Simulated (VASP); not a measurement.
# BiS (Pm-3m) in VASP: settings compared

BiS is run at these levels: PBE+D3(BJ), PBE+D4, PBE; tasks: relaxation of cell and atoms, single point.

All numbers are computed with VASP 6.6.1; they aren't measurements. Logs are shortened: lines on timing, memory, paths and dates and some standing lists are left out, and cuts for length are marked.

**1. The cell of the first run**

Symmetry: Pm-3m, No. 221, cubic system. The conventional cell has a = 4.003 Å, b = 4.003 Å, c = 4.003 Å, α = 90.00°, β = 90.00°, γ = 90.00°. Bi (site symmetry m-3m) has 8 S at 3.47 Å and 6 Bi at 4.00 Å within 4.6 Å. Within 4.6 Å of S (site symmetry m-3m) lie 8 Bi at 3.47 Å and 6 S at 4.00 Å.

**2. Relaxation of cell and atoms, PBE+D3(BJ)**

File INCAR:

```
  PREC = Accurate
  ENCUT = 600
  EDIFF = 1E-7
  ISMEAR = -1
  SIGMA = 0.05
  LREAL = False
  LASPH = True
  NELM = 100
  ALGO = Normal
  ISIF = 3
  LWAVE = False
  LCHARG = False
  GGA = PE
  IVDW = 12
  IBRION = 2
  NSW = 60
  EDIFFG = -0.01
```

File KPOINTS:

```
regular mesh
0
Gamma
  7 7 7
```

File POSCAR:

```
BiS
1.0
    4.0029443400      0.0000000000      0.0000000000
    0.0000000000      4.0029443400      0.0000000000
    0.0000000000      0.0000000000      4.0029443400
Bi S
1 1
Direct
    0.5000000000      0.5000000000      0.5000000000
    0.0000000000      0.0000000000      0.0000000000
```

Potentials or basis: VASP PAW PBE potentials, release 64 (Bi_d, S).

The run is started by

```console
> cat potpaw_PBE.64/Bi_d/POTCAR potpaw_PBE.64/S/POTCAR > POTCAR
> mpirun -np 1 vasp_std > vasp.out
```

OUTCAR:

```text
PREC = Accurate
   ENCUT = 600
   EDIFF = 1E-7
   ISMEAR = -1
   LREAL = False
   LASPH = True
   NELM = 100
   ISIF = 3
   GGA = PE
   IVDW = 12
   IBRION = 2
   NSW = 60
   EDIFFG = -0.01
 IVDW          = 12

 ion  position               nearest neighbor table
   1  0.500  0.500  0.500-
   2  0.000  0.000  0.000-

  LATTYP: Found a simple cubic cell.
 ALAT       =     4.0029443400

  Lattice vectors:

 A1 = (   4.0029443400,   0.0000000000,   0.0000000000)
 A2 = (   0.0000000000,   4.0029443400,   0.0000000000)
 A3 = (   0.0000000000,   0.0000000000,   4.0029443400)

Analysis of symmetry for initial positions (statically):
=====================================================================
 Subroutine PRICEL returns:
 Original cell was already a primitive cell.

 Routine SETGRP: Setting up the symmetry group for a
 simple cubic supercell.

 Subroutine GETGRP returns: Found 48 space group operations
 (whereof 48 operations were pure point group operations)
 out of a pool of 48 trial point group operations.

The static configuration has the point symmetry O_h .

Analysis of symmetry for dynamics (positions and initial velocities):
=====================================================================
 Subroutine PRICEL returns:
 Original cell was already a primitive cell.

 Routine SETGRP: Setting up the symmetry group for a
 simple cubic supercell.

 Subroutine GETGRP returns: Found 48 space group operations
 (whereof 48 operations were pure point group operations)
 out of a pool of 48 trial point group operations.

The dynamic configuration has the point symmetry O_h .

 Subroutine INISYM returns: Found 48 space group operations
 (whereof 48 operations are pure point group operations),
 and found     1 'primitive' translations

----------------------------------------------------------------------------------------

                                     Primitive cell

  volume of cell :      64.1414

  direct lattice vectors                    reciprocal lattice vectors
     4.002944340  0.000000000  0.000000000     0.249816114  0.000000000  0.000000000
     0.000000000  4.002944340  0.000000000     0.000000000  0.249816114  0.000000000
     0.000000000  0.000000000  4.002944340     0.000000000  0.000000000  0.249816114

  length of vectors
     4.002944340  4.002944340  4.002944340     0.249816114  0.249816114  0.249816114

  position of ions in fractional coordinates (direct lattice)
     0.500000000  0.500000000  0.500000000
     0.000000000  0.000000000  0.000000000

  ion indices of the primitive-cell ions
   primitive index   ion index
                 1           1
[... 63 lines left out ...]
   LNONCOLLINEAR =      F non collinear calculations
   LSORBIT =      F    spin-orbit coupling
   LASPH  =      T    aspherical Exc in radial PAW
   ENCUT  =  600.0 eV  44.10 Ry    6.64 a.u.   7.99  7.99  7.99*2*pi/ulx,y,z
   NELM   =    100;   NELMIN=  2; NELMDL= -5     # of ELM steps
   EDIFF  = 0.1E-06   stopping-criterion for ELM
   LREAL  =      F    real-space projection
   EDIFFG = -.1E-01   stopping-criterion for IOM
   NSW    =     60    number of steps for IOM
   IBRION =      2    ionic relax: 0-MD 1-quasi-New 2-CG
   NFREE  =      1    steps in history (QN), initial steepest desc. (CG)
   ISIF   =      3    stress and relaxation
   ISYM   =      2    0-nonsym 1-usesym 2-fastsym
   POTIM  = 0.5000    time-step for ionic-motion
   TEBEG  =    0.0;   TEEND  =   0.0 temperature during run
   PSTRESS=    0.0 pullay stress
   NELECT =      21.0000    total number of electrons
   NUPDOWN=      -1.0000    fix difference up-down
   EMIN   =  10.00;   EMAX   =-10.00  energy-range for DOS
   EFERMI =   0.00;   METHOD = LEGACY
   ISMEAR =    -1;   SIGMA  =   0.05  broadening in eV -4-tet -1-fermi 0-gaus
   EFERMI_NEDOS =   21; number of points for ismear=-14 and -15
   IALGO  =     38    algorithm
   IMIX   =      4    mixing-type and parameters
     AMIX     =   0.40;   BMIX     =  1.00
     AMIX_MAG =   1.60;   BMIX_MAG =  1.00
  volume/ion in A,a.u.               =      32.07       216.42
  Fermi-wavevector in a.u.,A,eV,Ry     =   1.128327  2.132229 17.321879  1.273122
  Thomas-Fermi vector in A             =   2.265017
   LORBIT       =      0    0 simple, 1 ext, 2 COOP (PROOUT), +10 PAW based schemes
   GGA     = PE    functional components
   LHFCALC =     F    Hartree Fock is set to
   AEXX    =    0.0000 exact exchange contribution
   IVDW    =    12    specifies the selected vdW correction
   LEPSILON=     F    determine dielectric tensor
   LRPA    =     F    only Hartree local field effects (RPA)
 conjugate gradient relaxation of ions
 non-spin polarized calculation
  energy-cutoff  :      600.00
  volume of cell :       64.14
 maximum number of plane-waves:      2170
 NGX is ok and might be reduce to    32
   NGX = 15   NGY = 15   NGZ = 15

--------------------------------------- Ionic step        1  -------------------------------------------

 number of electron      21.0000006 magnetization

 Free energy of the ion-electron system (eV)
  ---------------------------------------------------
  ext. energy  EPLUGINS =         0.00000000
  ---------------------------------------------------
  free energy    TOTEN  =        -7.10817029 eV

  energy without entropy =       -7.09734797  energy(sigma->0) =       -7.10275913

 E-fermi :   4.4816     XC(G=0):  -9.1261

 val. band max:        4.4555587797   @ k =   0.2857   0.0000   0.0000
 cond. band min:       4.5817846597   @ k =   0.2857   0.1429   0.1429
 fundamental gap:      0.1262258800
 Fermi energy:         4.4816150493

 k-point     1 :       0.0000    0.0000    0.0000
  band No.  band energies     occupation
      1     -19.2666      2.00000
      2     -19.2666      2.00000
      3     -19.2218      2.00000
      4     -19.2218      2.00000
      5     -19.2218      2.00000
      6      -8.5930      2.00000
      7      -5.5508      2.00000
      8       2.3036      2.00000
      9       2.3036      2.00000
     10       2.3036      2.00000
     11       6.9937      0.00000
     12       6.9937      0.00000
     13       6.9937      0.00000
     14       8.9884      0.00000
[... 400 lines left out ...]
--------------------------------------- Ionic step        3  -------------------------------------------

 number of electron      20.9999996 magnetization

 Free energy of the ion-electron system (eV)
  ---------------------------------------------------
  ext. energy  EPLUGINS =         0.00000000
  ---------------------------------------------------
  free energy    TOTEN  =        -7.90736716 eV

  energy without entropy =       -7.89032215  energy(sigma->0) =       -7.89884465

 E-fermi :   8.9048     XC(G=0): -10.8146

 val. band max:        8.8499789230   @ k =   0.2857   0.1429   0.0000
 cond. band min:       8.9103994653   @ k =   0.2857   0.2857   0.0000
 fundamental gap:      0.0604205424
 Fermi energy:         8.9047938337

 k-point     1 :       0.0000    0.0000    0.0000
  band No.  band energies     occupation
      1     -14.9849      2.00000
      2     -14.9849      2.00000
      3     -14.8337      2.00000
      4     -14.8337      2.00000
      5     -14.8337      2.00000
      6      -6.7799      2.00000
      7      -0.4532      2.00000
      8       5.4935      2.00000
      9       5.4935      2.00000
     10       5.4935      2.00000
     11      12.4794      0.00000
     12      12.4794      0.00000
     13      13.3935      0.00000
     14      13.3935      0.00000
[... 354 lines left out ...]
  FREE ENERGIE OF THE ION-ELECTRON SYSTEM (eV)
  ---------------------------------------------------
  free  energy   TOTEN  =        -8.8516964120 eV

  energy  without entropy=       -8.8346513959  energy(sigma->0) =       -8.84317390

 reached required accuracy - stopping structural energy minimisation
```

OSZICAR:

```text
N       E                     dE             d eps       ncg     rms          rms(c)
DAV:   1     0.165876790971E+03    0.16588E+03   -0.11331E+04   560   0.164E+03
DAV:   2     0.636830107920E+01   -0.15951E+03   -0.15690E+03   602   0.388E+02
DAV:   3    -0.753832217877E+01   -0.13907E+02   -0.13652E+02   698   0.111E+02
[... 32 lines left out ...]
DAV:   5    -0.790736798498E+01    0.17239E-05   -0.17309E-05   770   0.591E-02    0.886E-03
DAV:   6    -0.790736629619E+01    0.16888E-05   -0.17337E-06   608   0.129E-02    0.154E-03
DAV:   7    -0.790736683293E+01   -0.53673E-06   -0.18827E-07   540   0.322E-03    0.735E-04
DAV:   8    -0.790736716151E+01   -0.32858E-06   -0.45504E-08   292   0.165E-03    0.235E-04
DAV:   9    -0.790736716297E+01   -0.14593E-08   -0.60582E-09   298   0.832E-04
   3 F= -.88516964E+01 E0= -.88431739E+01  d E =-.107682E+01
```

CONTCAR:

```text
BiS
   1.00000000000000
     3.5442269604049308    0.0000000000000000   -0.0000000000000000
     0.0000000000000000    3.5442269604049308    0.0000000000000000
     0.0000000000000000    0.0000000000000000    3.5442269604049308
  Bi              S
     1     1
Direct
     0.5000000000000000    0.5000000000000000    0.5000000000000000
     0.0000000000000000    0.0000000000000000    0.0000000000000000

  0.00000000E+00  0.00000000E+00  0.00000000E+00
  0.00000000E+00  0.00000000E+00  0.00000000E+00
```

Run time: 54 s. Hardware: 1 thread of AMD EPYC 7R13, shared host; peak memory 0.17 GiB.

Results:

* Free energy: -8.8517 eV
* Relaxed volume: 22.26 Å³/atom
* Relaxed cell: a = 3.544 Å, b = 3.544 Å, c = 3.544 Å, α = 90.00°, β = 90.00°, γ = 90.00°
* Space group after relaxing (to 0.05 Å): Pm-3m (No. 221)
* Energy gained by relaxing: 538.4 meV/atom
* Ionic steps: 3
* Pressure after relaxing: 0.1 GPa
* Dispersion energy per atom: -0.472 eV

Step by step:
```tsv
step	energy change (eV)	largest force (eV/Å)	pressure (GPa)	volume (Å³)
1	0.0000	0.0000	-12.06	64.14
2	-1.0763	0.0000	0.54	44.24
3	-1.0768	0.0000	0.05	44.52
```

Final structure:
```cif
data_structure
_symmetry_space_group_name_H-M 'P 1'
_symmetry_Int_Tables_number 1
_cell_length_a 3.5442
_cell_length_b 3.5442
_cell_length_c 3.5442
_cell_angle_alpha 90.000
_cell_angle_beta 90.000
_cell_angle_gamma 90.000
_cell_volume 44.52
loop_
_atom_site_label
_atom_site_type_symbol
_atom_site_fract_x
_atom_site_fract_y
_atom_site_fract_z
_atom_site_occupancy
Bi1 Bi 0.50000 0.50000 0.50000 1
S1 S 0.00000 0.00000 0.00000 1
```

Levels at points of the mesh, in eV from the Fermi level:
```csv
k point,band 6,band 7,band 8,band 9,band 10,band 11,band 12,band 13,band 14
"(0.00, 0.00, 0.00)",-15.68,-9.36,-3.41,-3.41,-3.41,3.57,3.57,4.49,4.49
```

Caveat: the volume moved by over 15 % at a fixed basis, so the end points are rough; spin-orbit coupling is left out, which moves the levels of the heavy elements; pairwise dispersion overbinds metals, which lowers pressure and volume.

**3. Relaxation of cell and atoms, PBE+D4**

File INCAR:

```
PREC = Accurate ; ENCUT = 600
EDIFF = 1E-7 ; ISMEAR = -1
SIGMA = 0.05 ; LREAL = False
LASPH = True ; NELM = 60
ALGO = Normal ; ISIF = 3
LWAVE = False ; LCHARG = False
GGA = PE ; IVDW = 13
IBRION = 2 ; NSW = 60
EDIFFG = -0.01
```

File KPOINTS:

```
Automatic mesh
0
Gamma
  7 7 7
```

POSCAR is that of step 2.

Potentials or basis: VASP PAW PBE potentials, release 64 (Bi_d, S).

The run is started by

```console
> cat potpaw_PBE.64/Bi_d/POTCAR potpaw_PBE.64/S/POTCAR > POTCAR
> mpirun -np 1 vasp_std > vasp.out
```

It took 60 s on 1 thread of AMD EPYC 7R13, shared host; peak memory 0.17 GiB.

Results (log left out):

```
Free energy                            : -8.9256 eV
Relaxed volume                         : 22.31 Å³/atom
Relaxed cell                           : a = 3.547 Å, b = 3.547 Å, c = 3.547 Å, α = 90.00°, β = 90.00°, γ = 90.00°
Space group after relaxing (to 0.05 Å) : Pm-3m (No. 221)
Energy gained by relaxing              : 521.7 meV/atom
Ionic steps                            : 3
Pressure after relaxing                : 0.0 GPa
Dispersion energy per atom             : -0.508 eV
```

The path:
| step | energy change (eV) | largest force (eV/Å) | pressure (GPa) | volume (Å³) |
| --- | --- | --- | --- | --- |
| 1 | 0.0000 | 0.0000 | -12.45 | 64.14 |
| 2 | -1.0383 | 0.0000 | 1.73 | 43.67 |
| 3 | -1.0433 | 0.0000 | 0.02 | 44.62 |

Final structure:
```yaml
crystal:
  lattice:
    - [3.54689, 0.00000, 0.00000]
    - [0.00000, 3.54689, 0.00000]
    - [0.00000, 0.00000, 3.54689]
  atoms:
    - { symbol: Bi, position: [0.50000, 0.50000, 0.50000] }
    - { symbol: S, position: [0.00000, 0.00000, 0.00000] }
```

Levels at points of the mesh, in eV from the Fermi level:
```tsv
k point	band 6	band 7	band 8	band 9	band 10	band 11	band 12	band 13	band 14
(0.00, 0.00, 0.00)	-15.66	-9.36	-3.40	-3.40	-3.40	3.58	3.58	4.47	4.47
```

Caveat: the volume moved by over 15 % at a fixed basis, so the end points are rough; spin-orbit coupling is left out, which moves the levels of the heavy elements; pairwise dispersion overbinds metals, which lowers pressure and volume.

**4. Single point, PBE (volume scaled by 0.94)**

File INCAR:

```
SYSTEM = BiS
PREC = Accurate
ENCUT = 520
EDIFF = 1E-7
ISMEAR = -1
SIGMA = 0.05
LREAL = .FALSE.
LASPH = .TRUE.
NELM = 60
ALGO = Normal
ISIF = 2
LWAVE = .FALSE.
LCHARG = .TRUE.
GGA = PE
LELF = .TRUE.
LVHAR = .TRUE.
NBANDS = 18
```

File KPOINTS:

```
Automatic mesh
0
G
  7 7 7
  0 0 0
```

File POSCAR:

```
BiS
1.0
    3.9212286694      0.0000000000      0.0000000000
    0.0000000000      3.9212286694      0.0000000000
    0.0000000000      0.0000000000      3.9212286694
Bi S
1 1
Direct
    0.5000000000      0.5000000000      0.5000000000
    0.0000000000      0.0000000000      0.0000000000
```

The run is started by

```console
> cat potpaw_PBE.64/Bi_d/POTCAR potpaw_PBE.64/S/POTCAR > POTCAR
> mpirun -np 1 vasp_std > vasp.out
```

Run time: 37 s. Hardware: 1 thread of AMD EPYC 7R13, shared host; peak memory 0.14 GiB.

It converged, with:

* Free energy: -7.3633 eV
* Pressure: -10.3 GPa

Levels at points of the mesh, in eV from the Fermi level:
| k point | band 7 | band 8 | band 9 | band 10 | band 11 | band 12 | band 13 | band 14 |
| --- | --- | --- | --- | --- | --- | --- | --- | --- |
| (0.00, 0.00, 0.00) | -9.97 | -2.38 | -2.38 | -2.38 | 2.76 | 2.76 | 2.76 | 4.35 |

Caveat: the cell differs from its parent crystal (volume scaled by 0.94); spin-orbit coupling is left out, which moves the levels of the heavy elements.

**5. Single point, PBE (volume scaled by 0.96)**

File INCAR:

```
SYSTEM = BiS
PREC = Accurate ; ENCUT = 520
EDIFF = 1E-7 ; ISMEAR = -1
SIGMA = 0.05 ; LREAL = .False.
LASPH = .True. ; NELM = 80
ALGO = Normal ; ISIF = 2
LWAVE = .False. ; LCHARG = .False.
GGA = PE ; NBANDS = 18
```

File KPOINTS:

```
regular mesh
0
Gamma
  7 7 7
  0 0 0
```

File POSCAR:

```
BiS
1.0
    3.9488438657      0.0000000000      0.0000000000
    0.0000000000      3.9488438657      0.0000000000
    0.0000000000      0.0000000000      3.9488438657
Bi S
1 1
Direct
    0.5000000000      0.5000000000      0.5000000000
    0.0000000000      0.0000000000      0.0000000000
```

The run is started by

```console
> cat potpaw_PBE.64/Bi_d/POTCAR potpaw_PBE.64/S/POTCAR > POTCAR
> mpirun -np 1 vasp_std > vasp.out
```

Run time: 45 s. Hardware: 1 thread of AMD EPYC 7R13, shared host; peak memory 0.14 GiB.

The run converged. Its results:

```yaml
Free_energy: -7.2802 eV
Pressure: -10.6 GPa
```

Levels at points of the mesh, in eV from the Fermi level:
```tsv
k point	band 6	band 7	band 8	band 9	band 10	band 11	band 12	band 13	band 14	band 15
(0.00, 0.00, 0.00)	-13.32	-10.00	-2.31	-2.31	-2.31	2.67	2.67	2.67	4.40	4.40
```

Caveat: the cell differs from its parent crystal (volume scaled by 0.96); spin-orbit coupling is left out, which moves the levels of the heavy elements.

**6. Summary**

| task | level | cell | cutoff (eV) | gap on the mesh (eV) | pressure (GPa) | relaxed volume (Å³/atom) |
| --- | --- | --- | --- | --- | --- | --- |
| relaxation of cell and atoms | PBE+D3(BJ) | relaxed from a = 4.003 Å, 2 atoms | 600 | none | 0.1 | 22.26 |
| relaxation of cell and atoms | PBE+D4 | relaxed from a = 4.003 Å, 2 atoms | 600 | none | 0.0 | 22.31 |
| single point | PBE | a = 3.921 Å, 2 atoms | 520 | none | -10.3 | - |
| single point | PBE | a = 3.949 Å, 2 atoms | 520 | none | -10.6 | - |

Alike in all rows: potentials or basis VASP PAW PBE potentials, release 64 (Bi_d, S); no spin polarisation; k mesh 7 × 7 × 7; smearing fermi-dirac 0.05 eV.

Caveats: spin-orbit coupling is left out, which moves the levels of the heavy elements; the volume moved by over 15 % at a fixed basis, so the end points are rough (some runs); pairwise dispersion overbinds metals, which lowers pressure and volume (some runs).

Absolute energies hang on the potentials; compare differences alone.
